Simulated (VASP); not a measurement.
Input of a VASP 6.6.1 run:

File INCAR:

```
PREC = Accurate
ENCUT = 520
EDIFF = 1E-7
ISMEAR = -1
SIGMA = 0.05
LREAL = False
LASPH = True
NELM = 80
ALGO = Normal
ISIF = 2
LWAVE = False
LCHARG = True
GGA = CA
LELF = True
LVHAR = True
NBANDS = 14
```

Contents of KPOINTS:

```
Automatic mesh
0
Gamma
  10 10 10
```

The input POSCAR:

```
NaF
1.0
    0.0000000000      2.3044290610      2.3044290610
    2.3044290610      0.0000000000      2.3044290610
    2.3044290610      2.3044290610      0.0000000000
Na F
1 1
Direct
    0.0000000000      0.0000000000      0.0000000000
    0.5000000000      0.5000000000      0.5000000000
```

Potentials or basis: VASP PAW LDA potentials, release 64 (Na_pv, F).

The run is started by

```bash
$ cat potpaw_LDA.64/Na_pv/POTCAR potpaw_LDA.64/F/POTCAR > POTCAR
$ mpirun -np 1 vasp_std > vasp.out
```

(1) Estimate the pressure.

(2) What does it give for the band gap on the k mesh?

Answers

(1) -3.7 GPa.

(2) 6.04 eV, direct.
